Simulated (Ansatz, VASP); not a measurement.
# One calculation of WS2, two programs

File INCAR:

```
ALGO = Normal
EDIFF = 1E-6
ENCUT = 520
GGA = PS
ISIF = 2
ISMEAR = 0
LASPH = True
LCHARG = False
LREAL = False
LWAVE = False
NBANDS = 20
NELM = 60
PREC = Accurate
SIGMA = 0.02
```

Contents of KPOINTS:

```
k-points
0
Gamma
  12 12 2
```

Contents of POSCAR:

```
WS2
1.0
    3.1457762098      0.0000000000      0.0000000000
   -1.5728881049      2.7243221123      0.0000000000
    0.0000000000      0.0000000000     16.9534209708
W S
1 2
Direct
    0.3333333333      0.6666666667      0.0000000000
    0.6666666667      0.3333333333      0.9075761480
    0.6666666667      0.3333333333      0.0924238520
```

Input for Ansatz:

```yaml
crystal:
  lattice:
    - [3.1457762204, 0.0, 0.0]
    - [-1.5728881102, 2.7243221215, 0.0]
    - [0.0, 0.0, 16.9534209724]
  atoms:
    - { symbol: W, position: [0.3333333333, 0.6666666667, 0.0] }
    - { symbol: S, position: [0.6666666667, 0.3333333333, 0.9075761481] }
    - { symbol: S, position: [0.6666666667, 0.3333333333, 0.0924238519] }
basis:
  ecutwfc: 420
kpoints:
  mp_grid: { grid: [12, 12, 2] }
  band_path: { path: [VBM, CBM], npoints: 2 }
hamiltonian:
  xc: pbesol
scf:
  occupations: { method: gaussian, width: 0.02 }
output:
  forces: false
  stress: false
  eigenvalues: true
checkpoint:
  read: start.run
  write: ck
  compress: false
  write_wavefunctions: false
  write_every: 100000
```

Alike in both runs: task single point; functional PBEsol; k mesh 12 × 12 × 2; occupations gaussian, width 0.02 eV; no spin polarisation.

|  | VASP | Ansatz |
| --- | --- | --- |
| version | VASP 6.6.1 | Ansatz 0.2.0 |
| potentials or method | VASP PAW PBE potentials, release 64 (W_sv, S), cutoff 520 eV | scalar-relativistic, plane waves, PAW |
| valence electrons in the cell | 26 | 26 |

```csv
,VASP,Ansatz,Ansatz less VASP
gap on the k mesh at the Fermi level (eV),1.94,1.94,-0.005
least direct gap on the mesh (eV),1.94,1.94,-0.005
```

VASP's potentials were made for PBE, not for PBEsol. The functional is the same, so the differences come from potentials, cutoffs and numerics.

Neither program's run includes spin-orbit coupling.
